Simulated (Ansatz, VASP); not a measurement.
# One calculation of Ag, two programs

```
CELL_PARAMETERS angstrom
-3.23026 3.67231 1.48069
3.67231 -3.23026 1.48069
2.12047 2.12047 -0.67107
ATOMIC_POSITIONS crystal
Ag 0.00907 0.99093 0.00000
Ag 0.74093 0.25907 0.50000
```

Alike in both runs: task single point; functional BLYP; k mesh 13 × 13 × 12; occupations fermi-dirac, width 0.1 eV; no spin polarisation.

|  | VASP | Ansatz |
| --- | --- | --- |
| version | VASP 6.6.1 | Ansatz 0.2.0 |
| potentials or method | VASP PAW PBE potentials, release 64 (Ag), cutoff 500 eV | plane waves (420 eV) with PAW, scalar-relativistic |
| valence electrons in the cell | 22 | 38 |

Ansatz gave:

- pressure (GPa): -5.1
- traceless stress, the component that is largest in VASP (GPa): 0.38

Question: Which values does VASP return?

Answer: Pressure (GPa): -5.0; traceless stress, the component that is largest in VASP (GPa): 0.37.

VASP's potentials were made for PBE, not for BLYP. The functional is the same, so the differences come from potentials, cutoffs and numerics. VASP's potentials hold 22 valence electrons a cell and Ansatz's 38, so a difference there can come from the potentials and not from the codes.
